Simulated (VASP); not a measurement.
The system is SrVO3.

```
CELL_PARAMETERS angstrom
3.84090 0.00000 0.00000
0.00000 3.84090 0.00000
0.00000 0.00000 3.84090
ATOMIC_POSITIONS crystal
Sr 0.50000 0.50000 0.50000
V 0.00000 0.00000 0.00000
O 0.00000 0.00000 0.50000
O 0.00000 0.50000 0.00000
O 0.50000 0.00000 0.00000
```

Base run:

| Item | Value |
| --- | --- |
| Program | VASP 6.6.1 |
| Functional | RPBE |
| Potentials or basis | VASP PAW PBE potentials, release 64 (Sr_sv, V_sv, O) |
| Cutoff | 520 eV |
| k mesh | 7 × 7 × 7 |
| Occupations | fermi-dirac, width 0.05 eV |
| Spin | collinear spin, ferromagnetic start |
| Starting moments | [0.0, 2.0, 0.0, 0.0, 0.0] μB |

Its results: pressure 8.2 GPa; net moment -0.01 μB per cell.

Q: The run is repeated on the same cell with these changes: functional from RPBE to PBE; potentials or basis from VASP PAW PBE potentials, release 64 (Sr_sv, V_sv, O) to VASP PAW PBE potentials, release 64 (Sr_sv, V_sv, O_h); cutoff from 520 eV to 910 eV. What comes out?

A: Pressure 2.9 GPa; net moment 0.00 μB per cell.

Caveats: the cell stands under pressure (at least some runs); the PAW data sets were made with another functional, which shifts forces and pressure a little (at least some runs); the cutoff is under 1.25 times the usual one of these potentials, so pressure, stress and relaxed cells hold a basis-set (Pulay) error (at least some runs).
